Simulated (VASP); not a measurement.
# P in VASP: single point with PBE

Aim: the single point of P with PBE.

All numbers are computed with VASP 6.6.1; they aren't measurements. Logs are shortened: lines on timing, memory, paths and dates and some standing lists are left out, and cuts for length are marked.

### 1 The cell of the first run

The typed cell holds 8 atoms: a = 6.477 Å, b = 4.633 Å, c = 4.633 Å, α = 91.77°, β = 90.00°, γ = 90.00°.

### 2 Single point, PBE

File INCAR:

```
SYSTEM = P
PREC = Accurate
ENCUT = 520
EDIFF = 1E-6
ISMEAR = 0
SIGMA = 0.1
LREAL = .FALSE.
LASPH = .TRUE.
NELM = 60
ALGO = Normal
ISIF = 2
LWAVE = .FALSE.
LCHARG = .FALSE.
GGA = PE
NBANDS = 30
```

File KPOINTS:

```
Automatic mesh
0
G
  4 4 4
  0 0 0
```

File POSCAR:

```
P
1.0
    6.4770177239      0.0000000000      0.0000000000
    0.0000000000      3.3262893361      3.2248567867
    0.0000000000     -3.3262893361      3.2248567867
P
8
Direct
    0.2499869007      0.4676974709     -0.0329894479
    0.7500130993     -0.0329894479      0.4676974709
    0.2499869007     -0.0329894479      0.4676974709
    0.7500130993      0.4676974709     -0.0329894479
    0.0000000000      0.7942854497      0.1408274330
    0.0000000000      0.1408274330      0.7942854497
    0.5000000000      0.2937648941      0.6402836171
    0.5000000000      0.6402836171      0.2937648941
```

Potentials or basis: VASP PAW PBE potentials, release 64 (P).

Launch:

```
cat potpaw_PBE.64/P/POTCAR > POTCAR
mpirun -np 1 vasp_std > vasp.out
```

OUTCAR:

```text
SYSTEM = P
   PREC = Accurate
   ENCUT = 520
   EDIFF = 1E-6
   ISMEAR = 0
   LREAL = .FALSE.
   LASPH = .TRUE.
   NELM = 60
   ISIF = 2
   GGA = PE

 ion  position               nearest neighbor table
   1  0.250  0.468  0.967-   8 2.34   6 2.34   5 2.34   7 2.34
   2  0.750  0.967  0.468-   7 2.34   5 2.34   6 2.34   8 2.34
   3  0.250  0.967  0.468-   7 2.34   5 2.34   6 2.34   8 2.34
   4  0.750  0.468  0.967-   8 2.34   6 2.34   5 2.34   7 2.34
   5  0.000  0.794  0.141-   6 2.31   3 2.34   2 2.34   4 2.34   1 2.34
   6  0.000  0.141  0.794-   5 2.31   4 2.34   1 2.34   2 2.34   3 2.34
   7  0.500  0.294  0.640-   8 2.31   3 2.34   2 2.34   4 2.34   1 2.34
   8  0.500  0.640  0.294-   7 2.31   4 2.34   1 2.34   2 2.34   3 2.34

  LATTYP: Found a base centered orthorhombic cell.
 ALAT       =     6.4497135734
 B/A-ratio  =     1.0314533501
 C/A-ratio  =     1.0042333896

  Lattice vectors:

 A1 = (   0.0000000000,   3.3262893361,   3.2248567867)
 A2 = (   0.0000000000,  -3.3262893361,   3.2248567867)
 A3 = (   6.4770177239,   0.0000000000,   0.0000000000)

Analysis of symmetry for initial positions (statically):
=====================================================================
 Subroutine PRICEL returns:
 Original cell was already a primitive cell.

 Routine SETGRP: Setting up the symmetry group for a
 base centered orthorhombic supercell.

 Subroutine GETGRP returns: Found  4 space group operations
 (whereof  4 operations were pure point group operations)
 out of a pool of  8 trial point group operations.

The static configuration has the point symmetry C_2v.

Analysis of symmetry for dynamics (positions and initial velocities):
=====================================================================
 Subroutine PRICEL returns:
 Original cell was already a primitive cell.

 Routine SETGRP: Setting up the symmetry group for a
 base centered orthorhombic supercell.

 Subroutine GETGRP returns: Found  4 space group operations
 (whereof  4 operations were pure point group operations)
 out of a pool of  8 trial point group operations.

The dynamic configuration has the point symmetry C_2v.

 Subroutine INISYM returns: Found  4 space group operations
 (whereof  4 operations are pure point group operations),
 and found     1 'primitive' translations

----------------------------------------------------------------------------------------

                                     Primitive cell
[... 104 lines left out ...]
   NFREE  =      0    steps in history (QN), initial steepest desc. (CG)
   ISIF   =      2    stress and relaxation
   ISYM   =      2    0-nonsym 1-usesym 2-fastsym
   POTIM  = 0.5000    time-step for ionic-motion
   TEBEG  =    0.0;   TEEND  =   0.0 temperature during run
   PSTRESS=    0.0 pullay stress
   NELECT =      40.0000    total number of electrons
   NUPDOWN=      -1.0000    fix difference up-down
   EMIN   =  10.00;   EMAX   =-10.00  energy-range for DOS
   EFERMI =   0.00;   METHOD = LEGACY
   ISMEAR =     0;   SIGMA  =   0.10  broadening in eV -4-tet -1-fermi 0-gaus
   EFERMI_NEDOS =   21; number of points for ismear=-14 and -15
   IALGO  =     38    algorithm
   IMIX   =      4    mixing-type and parameters
     AMIX     =   0.40;   BMIX     =  1.00
     AMIX_MAG =   1.60;   BMIX_MAG =  1.00
  volume/ion in A,a.u.               =      17.37       117.21
  Fermi-wavevector in a.u.,A,eV,Ry     =   1.080943  2.042687 15.897575  1.168439
  Thomas-Fermi vector in A             =   2.216947
   LORBIT       =      0    0 simple, 1 ext, 2 COOP (PROOUT), +10 PAW based schemes
   GGA     = PE    functional components
   LHFCALC =     F    Hartree Fock is set to
   AEXX    =    0.0000 exact exchange contribution
   IVDW    =     0    specifies the selected vdW correction
   LEPSILON=     F    determine dielectric tensor
   LRPA    =     F    only Hartree local field effects (RPA)
 non-spin polarized calculation
 Gauss-broadening in eV      SIGMA  =   0.10
  energy-cutoff  :      520.00
  volume of cell :      138.96
 maximum number of plane-waves:      3754
   NGX = 25   NGY = 17   NGZ = 17

 number of electron      39.9999994 magnetization

 Free energy of the ion-electron system (eV)
  ---------------------------------------------------
  ext. energy  EPLUGINS =         0.00000000
  ---------------------------------------------------
  free energy    TOTEN  =       -40.96352830 eV

  energy without entropy =      -40.94801586  energy(sigma->0) =      -40.95577208

 E-fermi :   7.3515     XC(G=0): -10.2385

 val. band max:        7.3350089285   @ k =   0.0000   0.0000   0.0000
 cond. band min:       7.3736692732   @ k =   0.0000   0.5000   0.2500
 fundamental gap:      0.0386603448
 Fermi energy:         7.3514738581

 k-point     1 :       0.0000    0.0000    0.0000
  band No.  band energies     occupation
      1      -8.5725      2.00000
      2      -5.9679      2.00000
      3      -4.9561      2.00000
      4      -3.9601      2.00000
      5      -3.8773      2.00000
      6      -1.6755      2.00000
[... 682 lines left out ...]
     29      11.8112      0.00000
     30      11.8117      0.00000

------------------------ aborting loop because EDIFF is reached ----------------------------------------

  FORCE on cell =-STRESS in cart. coord.  units (eV):
  Direction    XX          YY          ZZ          XY          YZ          ZX
  --------------------------------------------------------------------------------------
  -------------------------------------------------------------------------------------
  Total        0.0624026     -0.3058628      0.0389496      0.0000000      0.0000000      0.0000000
  in kB        0.7195116     -3.5266449      0.4490951      0.0000000      0.0000000      0.0000000
  external PRESSURE =      -0.7860127 kB  Pullay stress =       0.0000000 kB

 VOLUME and BASIS-vectors are now :
 -----------------------------------------------------------------------------
  energy-cutoff  :      520.00
  volume of cell :      138.96
      direct lattice vectors                 reciprocal lattice vectors
     6.477017724  0.000000000  0.000000000     0.154392043  0.000000000  0.000000000
     0.000000000  3.326289336  3.224856787     0.000000000  0.150317651  0.155045645
     0.000000000 -3.326289336  3.224856787     0.000000000 -0.150317651  0.155045645

 POSITION                                       TOTAL-FORCE (eV/Angst)
 -----------------------------------------------------------------------------------
      1.61917     -1.66086      4.62673         0.000968      0.000883     -0.001300
      4.85785      1.66086      4.62673        -0.000968     -0.000883     -0.001300
      1.61917      1.66086      4.62673         0.000968     -0.000883     -0.001300
      4.85785     -1.66086      4.62673        -0.000968      0.000883     -0.001300
      0.00000      2.17359      3.01561         0.000000      0.015665     -0.004133
      0.00000     -2.17359      3.01561         0.000000     -0.015665     -0.004133
      3.23851     -1.15262      3.01217         0.000000      0.014704      0.006733
      3.23851      1.15262      3.01217         0.000000     -0.014704      0.006733
 -----------------------------------------------------------------------------------
    total drift:                               -0.000000     -0.000000     -0.000063

  FREE ENERGIE OF THE ION-ELECTRON SYSTEM (eV)
  ---------------------------------------------------
  free  energy   TOTEN  =       -40.9635282959 eV

  energy  without entropy=      -40.9480158576  energy(sigma->0) =      -40.95577208
```

OSZICAR:

```text
N       E                     dE             d eps       ncg     rms          rms(c)
DAV:   1     0.137761041130E+03    0.13776E+03   -0.17023E+04  1260   0.116E+03
DAV:   2    -0.309317572630E+02   -0.16869E+03   -0.16300E+03  1590   0.186E+02
DAV:   3    -0.409569242987E+02   -0.10025E+02   -0.97734E+01  1658   0.437E+01
DAV:   4    -0.411545282385E+02   -0.19760E+00   -0.19653E+00  1666   0.683E+00
DAV:   5    -0.411581006230E+02   -0.35724E-02   -0.35700E-02  1602   0.932E-01    0.137E+01
DAV:   6    -0.410142994647E+02    0.14380E+00   -0.13449E-01  1582   0.143E+00    0.814E+00
DAV:   7    -0.409636444464E+02    0.50655E-01   -0.17039E-01  1544   0.163E+00    0.441E-01
DAV:   8    -0.409629819249E+02    0.66252E-03   -0.11332E-02  1504   0.507E-01    0.340E-01
DAV:   9    -0.409635020172E+02   -0.52009E-03   -0.21938E-03  1516   0.201E-01    0.979E-02
DAV:  10    -0.409634902311E+02    0.11786E-04   -0.86716E-05  1632   0.453E-02    0.429E-02
DAV:  11    -0.409635278760E+02   -0.37645E-04   -0.59399E-05  1434   0.358E-02    0.180E-02
DAV:  12    -0.409635282959E+02   -0.41988E-06   -0.11700E-06  1266   0.505E-03
   1 F= -.40963528E+02 E0= -.40955772E+02  d E =-.155124E-01
```

stdout:

```text
POSCAR found type information on POSCAR P
 POSCAR found :  1 types and       8 ions
 scaLAPACK will be used
 LDA part: xc-table for (Slater+PW92), standard interpolation
 POSCAR, INCAR and KPOINTS ok, starting setup
 FFT: planning ... GRIDC
 FFT: planning ... GRID_SOFT
 FFT: planning ... GRID
 WAVECAR not read
 entering main loop
```

Run time: 29 s. Hardware: 1 thread of Intel Xeon 6975P-C (Granite Rapids), shared host; peak memory 0.24 GiB.

What came out:

```
Free energy            : -40.9635 eV
Pressure               : -0.1 GPa
Largest force          : 0.016 eV/Å
Band gap on the k mesh : zero (band 20 reaches 7.98 eV, above the bottom of band 21 at 6.87 eV)
```

Forces in eV/Å, atoms in the order of the input:
```
P    0.001  0.001 -0.001
P   -0.001 -0.001 -0.001
P    0.001 -0.001 -0.001
P   -0.001  0.001 -0.001
P    0.000  0.016 -0.004
P    0.000 -0.016 -0.004
P    0.000  0.015  0.007
P    0.000 -0.015  0.007
```
